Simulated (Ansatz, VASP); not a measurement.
# C: VASP beside Ansatz

```
CELL_PARAMETERS angstrom
2.45596 0.00000 0.00000
-1.22798 2.12692 0.00000
0.00000 0.00000 8.52385
ATOMIC_POSITIONS crystal
C 0.31797 0.62618 0.99250
C 0.68203 0.37382 0.00750
```

Change from the starting cell: all atoms moved at random, sigma 0.15 Å a component.

Alike in both runs: task single point; functional r2SCAN; k mesh 18 × 18 × 4; occupations gaussian, width 0.15 eV; no spin polarisation.

|  | VASP | Ansatz |
| --- | --- | --- |
| version | VASP 6.6.1 | Ansatz 0.2.0 |
| potentials or method | VASP PAW PBE potentials, release 64 (C), cutoff 520 eV | scalar-relativistic, plane waves, PAW |
| valence electrons in the cell | 8 | 8 |

```csv
,VASP,Ansatz,Ansatz less VASP
gap on the k mesh at the Fermi level (eV),none,none,-
rms of the force components (eV/Å),4.459,4.461,+0.0024
```

VASP's potentials were made for PBE, not for r2SCAN. Atom by atom the forces differ by 0.013 eV/Å (rms over components). A gap of «none» marks a metal or a gap that the smearing closes. Ansatz's warnings: xc potential rough in thin density.
